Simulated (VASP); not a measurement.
The system is Zr.

```
CELL_PARAMETERS angstrom
-1.77276 1.77276 1.77276
1.77276 -1.77276 1.77276
1.77276 1.77276 -1.77276
ATOMIC_POSITIONS crystal
Zr 0.00000 0.00000 0.00000
```

| Item | Value |
| --- | --- |
| Program | VASP 6.6.1 |
| Task | relaxation of cell and atoms |
| Functional | revPBE |
| Potentials or basis | VASP PAW PBE potentials, release 64 (Zr_sv) |
| Cutoff | 600 eV |
| k mesh | 13 × 13 × 13 |
| Occupations | fermi-dirac, width 0.05 eV |
| Spin | no spin polarisation |

At the start: pressure 3.9 GPa; volume 22.28 Å³/atom.

Question: How do energy, volume and symmetry change on relaxing?

Answer: Over 3 steps the energy falls by 11.2 meV/atom and the volume is 23.25 Å³/atom (+4.3 %); space group Im-3m (No. 229, to 0.05 Å).

Step by step:
```
step  energy change (eV)  largest force (eV/Å)  pressure (GPa)  volume (Å³)
   1              0.0000                0.0000            3.85        22.28
   2             -0.0041                0.0000           -2.73        24.06
   3             -0.0112                0.0000           -0.01        23.25
```

Final structure:
```
Zr
1.0
    -1.79798    1.79798    1.79798
     1.79798   -1.79798    1.79798
     1.79798    1.79798   -1.79798
Zr
1
Direct
  0.00000 0.00000 0.00000
```

Caveat: the PAW data sets were made with another functional, which shifts forces and pressure a little.
